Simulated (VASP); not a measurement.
A run of VASP 6.6.1 is set up as follows.

The input INCAR:

```
  PREC = Accurate
  ENCUT = 520
  EDIFF = 1E-7
  ISMEAR = 0
  SIGMA = 0.01
  LREAL = False
  LASPH = True
  NELM = 80
  ALGO = Normal
  ISIF = 2
  LWAVE = False
  LCHARG = True
  LELF = True
  LVHAR = True
  NBANDS = 28
```

The input KPOINTS:

```
regular mesh
0
Gamma
  6 6 6
```

POSCAR

```
SnPbSe2
1.0
    2.1856989135      1.2619103006      7.1374243153
   -2.1856989135      1.2619103006      7.1374243153
    0.0000000000     -2.5238307329      7.1374243153
Sn Pb Se
1 1 2
Direct
    0.5000000000      0.5000000000      0.5000000000
    0.0000000000      0.0000000000      0.0000000000
    0.7525600000      0.7525600000      0.7525600000
    0.2474400000      0.2474400000      0.2474400000
```

Potentials or basis: VASP PAW LDA potentials, release 64 (Sn_d, Pb_d, Se).

The run is started by

```console
$ cat potpaw_LDA.64/Sn_d/POTCAR potpaw_LDA.64/Pb_d/POTCAR potpaw_LDA.64/Se/POTCAR > POTCAR
$ mpirun -np 1 vasp_std > vasp.out
```

Problem. Predict the largest force.

Solution. 0.016 eV/Å.

Problem. Predict the band gap on the k mesh.

Solution. 0.03 eV, direct.

Problem. Predict the pressure.

Solution. -5.0 GPa.

Forces on the atoms (eV/Å):
```
Sn   0.000  0.000  0.000
Pb   0.000  0.000  0.000
Se   0.000  0.000 -0.016
Se   0.000  0.000  0.016
```

Caveat: spin-orbit coupling is left out, which moves the levels of the heavy elements. A k mesh can miss the band edges.
